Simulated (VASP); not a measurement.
Input of a VASP 6.6.1 run:

File INCAR:

```
ALGO = Normal
EDIFF = 1E-6
ENCUT = 600
GGA = PS
GGA_COMPAT = F
ISIF = 2
ISMEAR = 0
LASPH = T
LCHARG = T
LELF = T
LREAL = F
LVHAR = T
LWAVE = F
NBANDS = 20
NELM = 120
PREC = Accurate
SIGMA = 0.01
```

File KPOINTS:

```
k-points
0
Gamma
  6 6 2
```

The input POSCAR:

```
Al2O3
1.0
    2.8843250000      0.0000000000      0.0000000000
   -1.4421620000      2.4978990000      0.0000000000
    0.0000000000      0.0000000000      9.3367540000
Al O
2 3
Direct
    0.0000000000      0.0000000000      0.1499920000
    0.0000000000      0.0000000000      0.8500080000
    0.3333333333      0.6666666667      0.2223170000
    0.6666666667      0.3333333333      0.0000000000
    0.3333333333      0.6666666667      0.7776830000
```

Potentials or basis: VASP PAW PBE potentials, release 64 (Al, O).

Command:

```sh
$ cat potpaw_PBE.64/Al/POTCAR potpaw_PBE.64/O/POTCAR > POTCAR
$ mpirun -np 1 vasp_std > vasp.out
```

Task: What does it give for the largest force?

Result: 0.147 eV/Å.

Task: What does it give for the pressure?

Result: -2.9 GPa.

Forces in eV/Å, atoms in the order of the input:
```
Al   0.000  0.000 -0.086
Al   0.000  0.000  0.086
O    0.000  0.000 -0.147
O    0.000  0.000  0.000
O    0.000  0.000  0.147
```

Caveat: the PAW data sets were made with another functional, which shifts forces and pressure a little.
